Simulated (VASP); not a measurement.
# SiC (P6_3mc) in VASP: notebook

The runs below take SiC through single point, relaxation of cell and atoms, with PBE+D3(BJ).

All numbers are computed with VASP 6.6.1; they aren't measurements. Logs are shortened: lines on timing, memory, paths and dates and some standing lists are left out, and cuts for length are marked.

## Step 1: The cell of the first run

Symmetry: P6_3mc, No. 186, hexagonal system. The conventional cell has a = 3.070 Å, b = 3.070 Å, c = 5.038 Å, α = 90.00°, β = 90.00°, γ = 120.00°. Si (site symmetry 3m) has 4 C at 1.88 to 1.89 Å within 2.5 Å. C (site symmetry 3m) has 4 Si at 1.88 to 1.89 Å within 2.5 Å.

## Step 2: Single point, PBE+D3(BJ)

Contents of INCAR:

```
PREC = Accurate ; ENCUT = 520
EDIFF = 1E-7 ; ISMEAR = 0
SIGMA = 0.02 ; LREAL = F
LASPH = T ; NELM = 60
ALGO = Normal ; ISIF = 2
LWAVE = F ; LCHARG = T
GGA = PE ; IVDW = 12
LELF = T ; LVHAR = T
NBANDS = 16
```

Contents of KPOINTS:

```
Automatic mesh
0
Gamma
  12 12 6
```

Contents of POSCAR:

```
SiC
1.0
    3.0701413441      0.0000000000      0.0000000000
   -1.5350706720      2.6588203972      0.0000000000
    0.0000000000      0.0000000000      5.0381512996
Si C
2 2
Direct
    0.3333333333      0.6666666667      0.0046017436
    0.6666666667      0.3333333333      0.5046017436
    0.3333333333      0.6666666667      0.3803982564
    0.6666666667      0.3333333333      0.8803982564
```

Potentials or basis: VASP PAW PBE potentials, release 64 (Si, C).

Run with:

```bash
$ cat potpaw_PBE.64/Si/POTCAR potpaw_PBE.64/C/POTCAR > POTCAR
$ mpirun -np 1 vasp_std > vasp.out
```

OUTCAR:

```text
PREC = Accurate
   ENCUT = 520
   EDIFF = 1E-7
   ISMEAR = 0
   LREAL = F
   LASPH = T
   NELM = 60
   ISIF = 2
   GGA = PE
   IVDW = 12
 IVDW          = 12

 ion  position               nearest neighbor table
   1  0.333  0.667  0.005-   4 1.88   4 1.88   4 1.88   3 1.89   2 3.08   2 3.08   2 3.08   2 3.08
                             2 3.08   2 3.08
   2  0.667  0.333  0.505-   3 1.88   3 1.88   3 1.88   4 1.89   1 3.08   1 3.08   1 3.08   1 3.08
                             1 3.08   1 3.08
   3  0.333  0.667  0.380-   2 1.88   2 1.88   2 1.88   1 1.89
   4  0.667  0.333  0.880-   1 1.88   1 1.88   1 1.88   2 1.89

  LATTYP: Found a hexagonal cell.
 ALAT       =     3.0701413441
 C/A-ratio  =     1.6410160755

  Lattice vectors:

 A1 = (   3.0701413441,   0.0000000000,   0.0000000000)
 A2 = (  -1.5350706720,   2.6588203972,   0.0000000000)
 A3 = (   0.0000000000,   0.0000000000,   5.0381512996)

Analysis of symmetry for initial positions (statically):
=====================================================================
 Subroutine PRICEL returns:
 Original cell was already a primitive cell.

 Routine SETGRP: Setting up the symmetry group for a
 hexagonal supercell.

 Subroutine GETGRP returns: Found 12 space group operations
 (whereof  6 operations were pure point group operations)
 out of a pool of 24 trial point group operations.

The static configuration has the point symmetry C_3v.
 The point group associated with its full space group is C_6v.

Analysis of symmetry for dynamics (positions and initial velocities):
=====================================================================
 Subroutine PRICEL returns:
 Original cell was already a primitive cell.

 Routine SETGRP: Setting up the symmetry group for a
 hexagonal supercell.

 Subroutine GETGRP returns: Found 12 space group operations
 (whereof  6 operations were pure point group operations)
 out of a pool of 24 trial point group operations.

The dynamic configuration has the point symmetry C_3v.
 The point group associated with its full space group is C_6v.

 Subroutine INISYM returns: Found 12 space group operations
 (whereof  6 operations are pure point group operations),
 and found     1 'primitive' translations

----------------------------------------------------------------------------------------

                                     Primitive cell

  volume of cell :      41.1262

  direct lattice vectors                    reciprocal lattice vectors
     3.070141344  0.000000000  0.000000000     0.325717903  0.188053319  0.000000000
    -1.535070672  2.658820397  0.000000000     0.000000000  0.376106638  0.000000000
     0.000000000  0.000000000  5.038151300     0.000000000  0.000000000  0.198485504

  length of vectors
     3.070141344  3.070141344  5.038151300     0.376106638  0.376106638  0.198485504

  position of ions in fractional coordinates (direct lattice)
     0.333333333  0.666666667  0.004601744
     0.666666667  0.333333333  0.504601744
     0.333333333  0.666666667  0.380398256
     0.666666667  0.333333333  0.880398256

  ion indices of the primitive-cell ions
   primitive index   ion index
                 1           1
                 2           2
                 3           3
                 4           4

----------------------------------------------------------------------------------------

 KPOINTS: Automatic mesh

Automatic generation of k-mesh.
 Grid dimensions read from file:
 generate k-points for:   12   12    6

 Generating k-lattice:

  Cartesian coordinates                     Fractional coordinates (reciprocal lattice)
     0.027143159  0.015671110  0.000000000     0.083333333 -0.000000000  0.000000000
     0.000000000  0.031342220  0.000000000     0.000000000  0.083333333  0.000000000
     0.000000000  0.000000000  0.033080917     0.000000000  0.000000000  0.166666667

  Length of vectors
     0.031342220  0.031342220  0.033080917

  Shift w.r.t. Gamma in fractional coordinates (k-lattice)
     0.000000000  0.000000000  0.000000000

 Subroutine IBZKPT returns following result:
 ===========================================

 Found     76 irreducible k-points:

 Following reciprocal coordinates:
            Coordinates               Weight
  0.000000  0.000000  0.000000      1.000000
  0.083333  0.000000  0.000000      6.000000
  0.166667 -0.000000  0.000000      6.000000
  0.250000  0.000000  0.000000      6.000000
  0.333333  0.000000  0.000000      6.000000
  0.416667  0.000000  0.000000      6.000000
[... 16 lines left out ...]
  0.250000  0.000000  0.166667     12.000000
  0.333333  0.000000  0.166667     12.000000
 [... further k-points ...]
   k-points           NKPTS =     76   k-points in BZ     NKDIM =     76   number of bands    NBANDS=     16
   number of dos      NEDOS =    301   number of ions     NIONS =      4
   total plane-waves  NPLWV =  23040
   dimension x,y,z NGX =    24 NGY =   24 NGZ =   40
   dimension x,y,z NGXF=    48 NGYF=   48 NGZF=   80
   ions per type =               2   2
   NGX,Y,Z   is equivalent  to a cutoff of  13.00, 13.00, 13.20 a.u.
   NGXF,Y,Z  is equivalent  to a cutoff of  25.99, 25.99, 26.40 a.u.
 SYSTEM =  unknown system
   PREC   = accura    normal or accurate (medium, high low for compatibility)
   ISTART =      0    job   : 0-new  1-cont  2-samecut
   ICHARG =      2    charge: 1-file 2-atom 10-const
   ISPIN  =      1    spin polarized calculation?
   LNONCOLLINEAR =      F non collinear calculations
   LSORBIT =      F    spin-orbit coupling
   LASPH  =      T    aspherical Exc in radial PAW
   ENCUT  =  520.0 eV  38.22 Ry    6.18 a.u.   5.71  5.71  9.37*2*pi/ulx,y,z
   NELM   =     60;   NELMIN=  2; NELMDL= -5     # of ELM steps
   EDIFF  = 0.1E-06   stopping-criterion for ELM
   LREAL  =      F    real-space projection
   EDIFFG = 0.1E-05   stopping-criterion for IOM
   NSW    =      0    number of steps for IOM
   IBRION =     -1    ionic relax: 0-MD 1-quasi-New 2-CG
   NFREE  =      0    steps in history (QN), initial steepest desc. (CG)
   ISIF   =      2    stress and relaxation
   ISYM   =      2    0-nonsym 1-usesym 2-fastsym
   POTIM  = 0.5000    time-step for ionic-motion
   TEBEG  =    0.0;   TEEND  =   0.0 temperature during run
   PSTRESS=    0.0 pullay stress
   NELECT =      16.0000    total number of electrons
   NUPDOWN=      -1.0000    fix difference up-down
   EMIN   =  10.00;   EMAX   =-10.00  energy-range for DOS
   EFERMI =   0.00;   METHOD = LEGACY
   ISMEAR =     0;   SIGMA  =   0.02  broadening in eV -4-tet -1-fermi 0-gaus
   EFERMI_NEDOS =   21; number of points for ismear=-14 and -15
   IALGO  =     38    algorithm
   IMIX   =      4    mixing-type and parameters
     AMIX     =   0.40;   BMIX     =  1.00
     AMIX_MAG =   1.60;   BMIX_MAG =  1.00
  volume/ion in A,a.u.               =      10.28        69.38
  Fermi-wavevector in a.u.,A,eV,Ry     =   1.195112  2.258434 19.433104  1.428293
  Thomas-Fermi vector in A             =   2.331086
   LORBIT       =      0    0 simple, 1 ext, 2 COOP (PROOUT), +10 PAW based schemes
   GGA     = PE    functional components
   LHFCALC =     F    Hartree Fock is set to
   AEXX    =    0.0000 exact exchange contribution
   IVDW    =    12    specifies the selected vdW correction
   LEPSILON=     F    determine dielectric tensor
   LRPA    =     F    only Hartree local field effects (RPA)
 non-spin polarized calculation
 Gauss-broadening in eV      SIGMA  =   0.02
  energy-cutoff  :      520.00
  volume of cell :       41.13
 maximum number of plane-waves:      1124
 NGX is ok and might be reduce to    24
   NGX = 11   NGY = 11   NGZ = 19

 number of electron      15.9999999 magnetization

 Free energy of the ion-electron system (eV)
  ---------------------------------------------------
  ext. energy  EPLUGINS =         0.00000000
  ---------------------------------------------------
  free energy    TOTEN  =       -30.09742593 eV

  energy without entropy =      -30.09742593  energy(sigma->0) =      -30.09742593

 E-fermi :   8.4394     XC(G=0): -11.3754

 val. band max:        8.3254491618   @ k =   0.0000   0.0000   0.0000
 cond. band min:      10.5898277635   @ k =   0.3333   0.3333   0.0000
 fundamental gap:      2.2643786018
 Fermi energy:         8.4393519438

 k-point     1 :       0.0000    0.0000    0.0000
  band No.  band energies     occupation
      1      -7.2902      2.00000
      2      -3.7011      2.00000
      3      -0.4057      2.00000
      4       7.0054      2.00000
      5       7.0054      2.00000
      6       8.2130      2.00000
[... 8 lines left out ...]
     15      17.3220      0.00000
     16      19.7090      0.00000

 k-point     2 :       0.0833    0.0000    0.0000
  band No.  band energies     occupation
      1      -7.1691      2.00000
      2      -3.5978      2.00000
      3      -0.2939      2.00000
      4       6.3201      2.00000
      5       6.7933      2.00000
      6       7.8638      2.00000
[... 8 lines left out ...]
     15      17.6246      0.00000
     16      18.7502      0.00000

 k-point     3 :       0.1667   -0.0000    0.0000
  band No.  band energies     occupation
      1      -6.8090      2.00000
      2      -3.2969      2.00000
      3       0.0326      2.00000
      4       4.8271      2.00000
      5       6.3141      2.00000
      6       6.7498      2.00000
[... 8 lines left out ...]
     15      17.9171      0.00000
     16      18.2721      0.00000
[... 362 lines left out ...]
 k-point    23 :       0.2500    0.0000    0.1667
  band No.  band energies     occupation
      1      -6.0884      2.00000
      2      -3.3233      2.00000
      3       1.1313      2.00000
      4       3.4011      2.00000
      5       4.9727      2.00000
      6       5.8923      2.00000
[... 8 lines left out ...]
     15      19.1339      0.00000
     16      19.1792      0.00000

 k-point    24 :       0.3333    0.0000    0.1667
  band No.  band energies     occupation
      1      -5.3046      2.00000
      2      -2.7335      2.00000
      3       0.9815      2.00000
      4       2.6617      2.00000
      5       3.5391      2.00000
      6       5.4667      2.00000
[... 8 lines left out ...]
     15      19.6901      0.00000
     16      20.4358      0.00000

 [... further k-points ...]

------------------------ aborting loop because EDIFF is reached ----------------------------------------

 Edisp (eV)   -1.21007

 E8    (eV) :    -0.4542

  FORCE on cell =-STRESS in cart. coord.  units (eV):
  Direction    XX          YY          ZZ          XY          YZ          ZX
  --------------------------------------------------------------------------------------
  -------------------------------------------------------------------------------------
  Total      -0.01547    -0.01547    -0.01180    -0.00000     0.00000    -0.00000
  in kB      -0.60268    -0.60268    -0.45975    -0.00000     0.00000    -0.00000
  external pressure =       -0.56 kB  Pullay stress =        0.00 kB

 VOLUME and BASIS-vectors are now :
 -----------------------------------------------------------------------------
  energy-cutoff  :      520.00
  volume of cell :       41.13
      direct lattice vectors                 reciprocal lattice vectors
     3.070141344  0.000000000  0.000000000     0.325717903  0.188053319  0.000000000
    -1.535070672  2.658820397  0.000000000     0.000000000  0.376106638  0.000000000
     0.000000000  0.000000000  5.038151300     0.000000000  0.000000000  0.198485504

 POSITION                                       TOTAL-FORCE (eV/Angst)
 -----------------------------------------------------------------------------------
     -0.00000      1.77255      0.02318         0.000000      0.000000     -0.000064
      1.53507      0.88627      2.54226        -0.000000      0.000000     -0.000064
     -0.00000      1.77255      1.91650        -0.000000     -0.000000      0.000064
      1.53507      0.88627      4.43558         0.000000     -0.000000      0.000064
 -----------------------------------------------------------------------------------
    total drift:                               -0.000000     -0.000000     -0.000218

  FREE ENERGIE OF THE ION-ELECTRON SYSTEM (eV)
  ---------------------------------------------------
  free  energy   TOTEN  =       -31.3074982333 eV

  energy  without entropy=      -31.3074982333  energy(sigma->0) =      -31.30749823
```

It took 84 s on 1 thread of AMD EPYC 7R13, shared host; peak memory 0.16 GiB.

What came out:

- Free energy: -31.3075 eV
- Pressure: -0.1 GPa
- Band gap on the k mesh: 2.26 eV, indirect (least direct gap 3.98 eV)
- Dispersion energy per atom: -0.303 eV

## Step 3: Relaxation of cell and atoms, PBE+D3(BJ)

This run uses another cell than the first one, of 10.50 Å³/atom, 1.021 times its volume.

Contents of INCAR:

```
PREC = Accurate
ENCUT = 600
EDIFF = 1E-7
ISMEAR = 0
SIGMA = 0.02
LREAL = F
LASPH = T
NELM = 60
ALGO = Normal
ISIF = 3
LWAVE = F
LCHARG = F
GGA = PE
IVDW = 12
IBRION = 2
NSW = 70
EDIFFG = -0.005
```

KPOINTS is that of step 2.

Contents of POSCAR:

```
SiC
1.0
    3.0917665516      0.0000000000      0.0000000000
   -1.5458832758      2.6775483763      0.0000000000
    0.0000000000      0.0000000000      5.0740210439
Si C
2 2
Direct
    0.3333333333      0.6666666667      0.0045635120
    0.6666666667      0.3333333333      0.5045635120
    0.3333333333      0.6666666667      0.3804364880
    0.6666666667      0.3333333333      0.8804364880
```

Potentials or basis: VASP PAW PBE potentials, release 64 (Si, C).

Run with:

```bash
$ cat potpaw_PBE.64/Si/POTCAR potpaw_PBE.64/C/POTCAR > POTCAR
$ mpirun -np 1 vasp_std > vasp.out
```

OUTCAR:

```text
PREC = Accurate
   ENCUT = 600
   EDIFF = 1E-7
   ISMEAR = 0
   LREAL = F
   LASPH = T
   NELM = 60
   ISIF = 3
   GGA = PE
   IVDW = 12
   IBRION = 2
   NSW = 70
   EDIFFG = -0.005
 IVDW          = 12

 ion  position               nearest neighbor table
   1  0.333  0.667  0.005-   4 1.89   4 1.89   4 1.89   3 1.91   2 3.10   2 3.10   2 3.10   2 3.10
                             2 3.10   2 3.10
   2  0.667  0.333  0.505-   3 1.89   3 1.89   3 1.89   4 1.91   1 3.10   1 3.10   1 3.10   1 3.10
                             1 3.10   1 3.10
   3  0.333  0.667  0.380-   2 1.89   2 1.89   2 1.89   1 1.91
   4  0.667  0.333  0.880-   1 1.89   1 1.89   1 1.89   2 1.91

  LATTYP: Found a hexagonal cell.
 ALAT       =     3.0917665516
 C/A-ratio  =     1.6411397689

  Lattice vectors:

 A1 = (   3.0917665516,   0.0000000000,   0.0000000000)
 A2 = (  -1.5458832758,   2.6775483763,   0.0000000000)
 A3 = (   0.0000000000,   0.0000000000,   5.0740210439)

Analysis of symmetry for initial positions (statically):
=====================================================================
 Subroutine PRICEL returns:
 Original cell was already a primitive cell.

 Routine SETGRP: Setting up the symmetry group for a
 hexagonal supercell.

 Subroutine GETGRP returns: Found 12 space group operations
 (whereof  6 operations were pure point group operations)
 out of a pool of 24 trial point group operations.

The static configuration has the point symmetry C_3v.
 The point group associated with its full space group is C_6v.

[... 165 lines left out ...]
  free energy    TOTEN  =       -30.11300112 eV

  energy without entropy =      -30.11300112  energy(sigma->0) =      -30.11300112

------------------------ aborting loop because EDIFF is reached ----------------------------------------

 Edisp (eV)   -1.18465

 E8    (eV) :    -0.4447
[... 201 lines left out ...]
--------------------------------------- Ionic step        6  -------------------------------------------

 number of electron      16.0000000 magnetization

 Free energy of the ion-electron system (eV)
  ---------------------------------------------------
  ext. energy  EPLUGINS =         0.00000000
  ---------------------------------------------------
  free energy    TOTEN  =       -30.10006238 eV

  energy without entropy =      -30.10006238  energy(sigma->0) =      -30.10006238

 E-fermi :   8.4895     XC(G=0): -11.3797

 val. band max:        8.3361802383   @ k =   0.0000   0.0000   0.0000
 cond. band min:      10.5993897536   @ k =   0.3333   0.3333   0.0000
 fundamental gap:      2.2632095153
 Fermi energy:         8.4895059703

 k-point     1 :       0.0000    0.0000    0.0000
  band No.  band energies     occupation
      1      -7.2872      2.00000
      2      -3.6947      2.00000
      3      -0.4005      2.00000
      4       7.0158      2.00000
      5       7.0158      2.00000
      6       8.2237      2.00000
      7       8.3362      2.00000
      8       8.3362      2.00000
      9      13.1962      0.00000
     10      14.6182      0.00000
     11      15.0422      0.00000
     12      15.0422      0.00000
[... 331 lines left out ...]
 k-point    24 :       0.3333    0.0000    0.1667
  band No.  band energies     occupation
      1      -5.3001      2.00000
      2      -2.7266      2.00000
      3       0.9896      2.00000
      4       2.6685      2.00000
      5       3.5484      2.00000
      6       5.4759      2.00000
      7       6.7268      2.00000
      8       7.2308      2.00000
      9      11.7431      0.00000
     10      12.8391      0.00000
     11      15.2120      0.00000
     12      16.2089      0.00000

 [... further k-points ...]

------------------------ aborting loop because EDIFF is reached ----------------------------------------

 Edisp (eV)   -1.21129

 E8    (eV) :    -0.4546
[... 27 lines left out ...]
  FREE ENERGIE OF THE ION-ELECTRON SYSTEM (eV)
  ---------------------------------------------------
  free  energy   TOTEN  =       -31.3113561067 eV

  energy  without entropy=      -31.3113561067  energy(sigma->0) =      -31.31135611

 reached required accuracy - stopping structural energy minimisation
```

OSZICAR:

```text
N       E                     dE             d eps       ncg     rms          rms(c)
DAV:   1     0.402306812287E+02    0.40231E+02   -0.80741E+03  1824   0.134E+03
[... 45 lines left out ...]
DAV:   6    -0.301005351592E+02    0.64416E-07   -0.11503E-08   976   0.954E-04
   5 F= -.31311349E+02 E0= -.31311349E+02  d E =0.819273E-06
       N       E                     dE             d eps       ncg     rms          rms(c)
DAV:   1    -0.301000645710E+02    0.47065E-03   -0.23112E-04  2160   0.134E-01    0.118E-02
DAV:   2    -0.301000629049E+02    0.16661E-05   -0.75396E-06  2168   0.234E-02    0.667E-03
DAV:   3    -0.301000623640E+02    0.54084E-06   -0.17802E-06  2284   0.104E-02    0.148E-03
DAV:   4    -0.301000623810E+02   -0.16982E-07   -0.14659E-07  1164   0.314E-03
   6 F= -.31311356E+02 E0= -.31311356E+02  d E =-.622013E-05
```

CONTCAR:

```text
SiC
   1.00000000000000
     3.0691046914589410    0.0000000000000000   -0.0000000000000000
    -1.5345523457294705    2.6579226297198781    0.0000000000000000
     0.0000000000000000    0.0000000000000000    5.0364993820770447
  Si              C
     2     2
Direct
     0.3333333332999970    0.6666666667000030    0.0046027926141923
     0.6666666667000030    0.3333333332999970    0.5046027926141923
     0.3333333332999970    0.6666666667000030    0.3803972073858056
     0.6666666667000030    0.3333333332999970    0.8803972073858057

  0.00000000E+00  0.00000000E+00  0.00000000E+00
  0.00000000E+00  0.00000000E+00  0.00000000E+00
  0.00000000E+00  0.00000000E+00  0.00000000E+00
  0.00000000E+00  0.00000000E+00  0.00000000E+00
```

Run time: 5.4 min. Hardware: 1 thread of AMD EPYC 7R13, shared host; peak memory 0.18 GiB.

What came out:

| Quantity | Value |
| --- | --- |
| Free energy | -31.3114 eV |
| Relaxed volume | 10.27 Å³/atom |
| Relaxed cell | a = 3.069 Å, b = 3.069 Å, c = 5.036 Å, α = 90.00°, β = 90.00°, γ = 120.00° |
| Space group after relaxing (to 0.05 Å) | P6_3mc (No. 186) |
| Energy gained by relaxing | 3.4 meV/atom |
| Ionic steps | 6 |
| Pressure after relaxing | 0.0 GPa |
| Band gap on the k mesh | 2.26 eV, indirect (least direct gap 3.98 eV) |
| Dispersion energy per atom | -0.303 eV |

The path:
```csv
step,energy change (eV),largest force (eV/Å),pressure (GPa),volume (Å³)
1,0.0000,0.0039,-4.69,42.00
2,0.0011,0.0064,5.26,40.17
3,-0.0137,0.0051,-0.01,41.09
4,-0.0137,0.0052,0.09,41.07
5,-0.0137,0.0061,-0.08,41.10
6,-0.0137,0.0002,0.01,41.08
```

Final structure:
```
Si C
1.0
     3.06910    0.00000    0.00000
    -1.53455    2.65792    0.00000
     0.00000    0.00000    5.03650
Si C
2 2
Direct
  0.33333 0.66667 0.00460
  0.66667 0.33333 0.50460
  0.33333 0.66667 0.38040
  0.66667 0.33333 0.88040
```

A k mesh can miss the band edges. PBE gaps usually lie below the measured ones, often by a third to a half.
